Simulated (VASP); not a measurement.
A run of VASP 6.6.1 is set up as follows.

The input INCAR:

```
PREC = Accurate
ENCUT = 600
EDIFF = 1E-7
ISMEAR = 0
SIGMA = 0.1
LREAL = False
LASPH = True
NELM = 120
ALGO = Normal
ISIF = 3
LWAVE = False
LCHARG = False
GGA = PS
IBRION = 2
NSW = 70
EDIFFG = -0.004
PSTRESS = 1000.0
GGA_COMPAT = False
NELMIN = 4
```

File KPOINTS:

```
regular mesh
0
Gamma
  18 18 10
```

Contents of POSCAR:

```
Mg
1.0
    2.5182929366      0.0000000000      0.0000000000
   -1.2591464683      2.1809056572      0.0000000000
    0.0000000000      0.0000000000      4.0782277940
Mg
2
Direct
    0.3333333333      0.6666666667      0.2500000000
    0.6666666667      0.3333333333      0.7500000000
```

Potentials or basis: VASP PAW PBE potentials, release 64 (Mg).

The run is started by

```sh
$ cat potpaw_PBE.64/Mg/POTCAR > POTCAR
$ mpirun -np 1 vasp_std > vasp.out
```

Question: Estimate the relaxed volume.

Answer: 11.29 Å³/atom.

Question: Predict the space group after relaxing (to 0.1 Å).

Answer: P6_3/mmc (No. 194).

Question: What does it give for the band gap on the k mesh?

Answer: Zero (bands 2 and 3 overlap by 2.22 eV).

Question: What does it give for the relaxed cell?

Answer: a = 2.525 Å, b = 2.525 Å, c = 4.090 Å, α = 90.00°, β = 90.00°, γ = 120.00°.

The path:
| step | energy change (eV) | largest force (eV/Å) | pressure (GPa) | volume (Å³) |
| --- | --- | --- | --- | --- |
| 1 | 0.0000 | 0.0000 | 102.81 | 22.40 |
| 2 | -0.3934 | 0.0000 | 93.41 | 23.04 |
| 3 | -0.1177 | 0.0000 | 99.99 | 22.58 |

Caveat: the cell is relaxed towards a set pressure, so the run minimises the enthalpy, not the energy; the PAW data sets were made with another functional, which shifts forces and pressure a little. Zero-point motion and thermal expansion aren't in these numbers.
